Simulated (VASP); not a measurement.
# MnO2 (Pmmn) in VASP: further runs, part 2 of 2

VASP 6.6.1. Earlier steps stand in the parts before.

## (4) Single point, PBE, collinear spin, ferromagnetic start

Input file INCAR:

```
SYSTEM = MnO2
PREC     = Accurate       ! precision mode
ENCUT    = 520            ! plane-wave cutoff, eV
EDIFF    = 1E-6           ! SCF threshold, eV
ISMEAR   = -1             ! smearing method
SIGMA    = 0.05           ! smearing width, eV
LREAL    = .FALSE.        ! projectors in reciprocal space
LASPH    = .TRUE.         ! aspherical terms in the spheres
NELM     = 150            ! most SCF steps
ALGO     = Normal         ! electronic algorithm
ISIF     = 2              ! what is computed and relaxed
LWAVE    = .FALSE.        ! write WAVECAR
LCHARG   = .FALSE.        ! write CHGCAR
ISPIN    = 2              ! spin polarisation
MAGMOM   = 5 5 0 0 0 0    ! initial moments
LORBIT   = 11             ! projections on sites
NUPDOWN  = 10.0           ! fixed moment
LMAXMIX  = 4              ! l up to which the mixer works
GGA      = PE             ! functional
NBANDS   = 38             ! bands
```

Input file KPOINTS:

```
regular mesh
0
G
  8 6 4
  0 0 0
```

Input file POSCAR:

```
MnO2
1.0
    2.9041580000      0.0000000000      0.0000000000
    0.0000000000      3.8448100000      0.0000000000
    0.0000000000      0.0000000000      6.1642640000
Mn O
2 4
Direct
    0.5000000000      0.5000000000      0.3433015000
    0.0000000000      0.0000000000      0.6566985000
    0.5000000000      0.0000000000      0.8375675000
    0.0000000000      0.5000000000      0.1624325000
    0.5000000000      0.0000000000      0.4217995000
    0.0000000000      0.5000000000      0.5782005000
```

Potentials or basis: VASP PAW PBE potentials, release 64 (Mn_pv, O).

Started as:

```bash
> cat potpaw_PBE.64/Mn_pv/POTCAR potpaw_PBE.64/O/POTCAR > POTCAR
> mpirun -np 1 vasp_std > vasp.out
```

OUTCAR:

```text
SYSTEM = MnO2
   PREC = Accurate
   ENCUT = 520
   EDIFF = 1E-6
   ISMEAR = -1
   LREAL = .FALSE.
   LASPH = .TRUE.
   NELM = 150
   ISIF = 2
   ISPIN = 2
   LORBIT = 11
   NUPDOWN = 10.0
   GGA = PE

 ion  position               nearest neighbor table
   1  0.500  0.500  0.343-   4 1.83   4 1.83   5 1.98   5 1.98   6 2.05   6 2.05   2 3.09   2 3.09
                             2 3.09   2 3.09
   2  0.000  0.000  0.657-   3 1.83   3 1.83   6 1.98   6 1.98   5 2.05   5 2.05   1 3.09   1 3.09
                             1 3.09   1 3.09
   3  0.500  0.000  0.838-   2 1.83   2 1.83
   4  0.000  0.500  0.162-   1 1.83   1 1.83
   5  0.500  0.000  0.422-   1 1.98   1 1.98   2 2.05   2 2.05
   6  0.000  0.500  0.578-   2 1.98   2 1.98   1 2.05   1 2.05

[... 2170 lines left out ...]
      1.45208      1.92240      2.11620         0.000000      0.000000      1.514152
      0.00000      0.00000      4.04806         0.000000      0.000000     -1.514152
      1.45208      0.00000      5.16299         0.000000      0.000000      2.530608
      0.00000      1.92240      1.00128         0.000000      0.000000     -2.530608
      1.45208      0.00000      2.60008         0.000000      0.000000     -1.166099
      0.00000      1.92240      3.56418         0.000000      0.000000      1.166099
 -----------------------------------------------------------------------------------
    total drift:                                0.000000      0.000000      0.000000

  FREE ENERGIE OF THE ION-ELECTRON SYSTEM (eV)
  ---------------------------------------------------
  free  energy   TOTEN  =       -41.3831425914 eV

  energy  without entropy=      -41.3376427167  energy(sigma->0) =      -41.36039265

 total charge

# of ion       s       p       d       tot
------------------------------------------
    1        0.321   6.386   5.002  11.709
    2        0.321   6.386   5.002  11.709
    3        1.598   3.308   0.000   4.906
    4        1.598   3.308   0.000   4.906
    5        1.587   3.408   0.000   4.995
    6        1.587   3.408   0.000   4.995
--------------------------------------------------
tot          7.010  26.204  10.005  43.219

 magnetization (x)

# of ion       s       p       d       tot
------------------------------------------
    1        0.023   0.044   3.546   3.613
    2        0.023   0.044   3.546   3.613
    3        0.015   0.654   0.000   0.669
    4        0.015   0.654   0.000   0.669
    5        0.027   0.341   0.000   0.368
    6        0.027   0.341   0.000   0.368
--------------------------------------------------
tot          0.130   2.078   7.091   9.300
```

OSZICAR:

```text
N       E                     dE             d eps       ncg     rms          rms(c)
DAV:   1     0.634005185486E+03    0.63401E+03   -0.28056E+04  9192   0.154E+03
DAV:   2     0.948141961753E+01   -0.62452E+03   -0.59297E+03  9542   0.467E+02
DAV:   3    -0.466114810278E+02   -0.56093E+02   -0.55006E+02 10146   0.149E+02
DAV:   4    -0.477141654817E+02   -0.11027E+01   -0.10986E+01 10314   0.223E+01
DAV:   5    -0.477253852859E+02   -0.11220E-01   -0.11219E-01  9816   0.237E+00    0.402E+01
DAV:   6    -0.417478685460E+02    0.59775E+01   -0.30719E+01 11152   0.570E+01    0.236E+01
DAV:   7    -0.415423004159E+02    0.20557E+00   -0.85725E+00 10076   0.377E+01    0.196E+01
DAV:   8    -0.414443982031E+02    0.97902E-01   -0.74920E-01 10244   0.678E+00    0.986E+00
DAV:   9    -0.413822103714E+02    0.62188E-01   -0.40497E-01 11102   0.799E+00    0.256E+00
DAV:  10    -0.413828203334E+02   -0.60996E-03   -0.13045E-01 10064   0.387E+00    0.679E-01
DAV:  11    -0.413834728709E+02   -0.65254E-03   -0.12200E-02 10318   0.665E-01    0.425E-01
DAV:  12    -0.413831868054E+02    0.28607E-03   -0.22906E-03 11204   0.368E-01    0.282E-01
DAV:  13    -0.413831508445E+02    0.35961E-04   -0.10577E-03  9522   0.199E-01    0.120E-01
DAV:  14    -0.413831315218E+02    0.19323E-04   -0.18531E-04 10822   0.169E-01    0.378E-02
DAV:  15    -0.413831409415E+02   -0.94197E-05   -0.72253E-05 11034   0.672E-02    0.203E-02
DAV:  16    -0.413831411068E+02   -0.16532E-06   -0.12999E-05 10162   0.325E-02    0.919E-03
DAV:  17    -0.413831423038E+02   -0.11970E-05   -0.49328E-06  8970   0.107E-02    0.560E-03
DAV:  18    -0.413831425914E+02   -0.28765E-06   -0.92253E-07  5832   0.650E-03
   1 F= -.41383143E+02 E0= -.41360393E+02  d E =-.454999E-01  mag=    10.0000
```

stdout:

```text
POSCAR found type information on POSCAR MnO
 POSCAR found :  2 types and       6 ions
 scaLAPACK will be used
 LDA part: xc-table for (Slater+PW92), standard interpolation
 POSCAR, INCAR and KPOINTS ok, starting setup
 FFT: planning ... GRIDC
 FFT: planning ... GRID_SOFT
 FFT: planning ... GRID
 WAVECAR not read
 entering main loop
```

Run time: 4.1 min. Hardware: 1 thread of Intel Xeon 6975P-C, shared host; peak memory 0.35 GiB.

Results:

- Free energy: -41.3831 eV
- Pressure: 24.1 GPa
- Largest force: 2.531 eV/Å
- Net moment: 10.00 μB per cell
- Site moments: Mn +3.61; O +0.67, +0.37 μB
- Valence electrons inside the program's atomic spheres: Mn 11.71; O 4.91, 5.00

Forces in eV/Å, atoms in the order of the input:
```
Mn   0.000  0.000  1.514
Mn   0.000  0.000 -1.514
O    0.000  0.000  2.531
O    0.000  0.000 -2.531
O    0.000  0.000 -1.166
O    0.000  0.000  1.166
```

Caveat: the total moment is fixed, so each spin has its own Fermi level; only a ferromagnetic start was run, and an antiferromagnetic order may lie lower in energy; forces of over 1 eV/Å act on the atoms, so gaps and moduli don't describe the material at rest.

## (5) Single point, PBEsol, collinear spin, ferrimagnetic start

Input file INCAR:

```
ALGO     = Normal         # electronic algorithm
EDIFF    = 1E-6           # SCF threshold, eV
ENCUT    = 520            # plane-wave cutoff, eV
GGA      = PS             # functional
ISIF     = 2              # what is computed and relaxed
ISMEAR   = -1             # smearing method
ISPIN    = 2              # spin polarisation
LASPH    = True           # aspherical terms in the spheres
LCHARG   = False          # write CHGCAR
LMAXMIX  = 4              # l up to which the mixer works
LORBIT   = 11             # projections on sites
LREAL    = False          # projectors in reciprocal space
LWAVE    = False          # write WAVECAR
MAGMOM   = 4 -2 0 0 0 0   # initial moments
NBANDS   = 38             # bands
NELM     = 150            # most SCF steps
PREC     = Accurate       # precision mode
SIGMA    = 0.05           # smearing width, eV
```

Input file KPOINTS:

```
k-points
0
Gamma
  9 7 5
```

POSCAR is that of step 4.

Started as:

```bash
> cat potpaw_PBE.64/Mn_pv/POTCAR potpaw_PBE.64/O/POTCAR > POTCAR
> mpirun -np 1 vasp_std > vasp.out
```

Run time: 5.4 min. Hardware: 1 thread of Intel Xeon Platinum 8488C (Sapphire Rapids), shared host; peak memory 0.35 GiB.

It converged, with:

```
Free energy                                           : -49.2908 eV
Pressure                                              : -13.2 GPa
Largest force                                         : 1.076 eV/Å
Band gap on the k mesh                                : 0.08 eV, indirect (least direct gap 0.28 eV)
Net moment                                            : 0.00 μB per cell
Site moments                                          : Mn +2.72, -2.72; O -0.13, +0.13, -0.00, +0.00 μB
Valence electrons inside the program's atomic spheres : Mn 11.64, 11.63; O 4.91, 4.97
```

Forces in eV/Å, atoms in the order of the input:
```
Mn   0.000  0.000 -0.259
Mn   0.000  0.000  0.259
O    0.000  0.000 -1.075
O    0.000  0.000  1.076
O    0.000  0.000  0.168
O    0.000  0.000 -0.168
```

Stress tensor (GPa, compression positive):
```
-17.68   0.00   0.00
  0.00 -11.85   0.00
  0.00   0.00 -10.08
```

Levels at points of the mesh, in eV from the valence-band top:
Spin up:
```csv
k point,band 22,band 23,band 24,band 25,band 26,band 27,band 28,band 29
"(0.00, 0.00, 0.00)",-2.25,-1.70,-1.09,0.00,0.61,0.67,1.18,2.23
```
Spin down:
```tsv
k point	band 23	band 24	band 25	band 26	band 27	band 28
(0.00, 0.00, 0.00)	-1.70	-1.09	0.00	0.61	0.67	1.18
```

Caveat: the PAW data sets were made with another functional, which shifts forces and pressure a little. A k mesh can miss the band edges.

## (6) Overview

```tsv
level	spin	fixed moment (μB)	k mesh	gap on the mesh (eV)	pressure (GPa)	moment (μB)	largest force (eV/Å)
PBEsol	collinear, ferromagnetic start	10.0	8 × 6 × 4	-	17.4	10.00	2.01
PBEsol	collinear, ferromagnetic start	-	9 × 7 × 5	none	-12.7	6.00	1.07
PBE	collinear, ferromagnetic start	10.0	8 × 6 × 4	-	24.1	10.00	2.53
PBEsol	collinear, ferrimagnetic start	-	9 × 7 × 5	0.08	-13.2	0.00	1.08
```

Alike in all rows: task single point; potentials or basis VASP PAW PBE potentials, release 64 (Mn_pv, O); cell as given; cutoff (eV) 520; smearing fermi-dirac 0.05 eV.

The pressure there spans -13.2 GPa (PBEsol) to 24.1 GPa (PBE); a positive pressure means that this level wants a larger cell, a negative one a smaller.

Caveats: the PAW data sets were made with another functional, which shifts forces and pressure a little (some runs); the total moment is fixed, so each spin has its own Fermi level (some runs); semilocal functionals often make such compounds metallic where correlation or magnetic order opens a gap, which also shifts bond lengths (some runs); forces of over 1 eV/Å act on the atoms, so gaps and moduli don't describe the material at rest (some runs).

Total energies depend on the potentials used, so only differences within one code and one set of settings carry meaning.
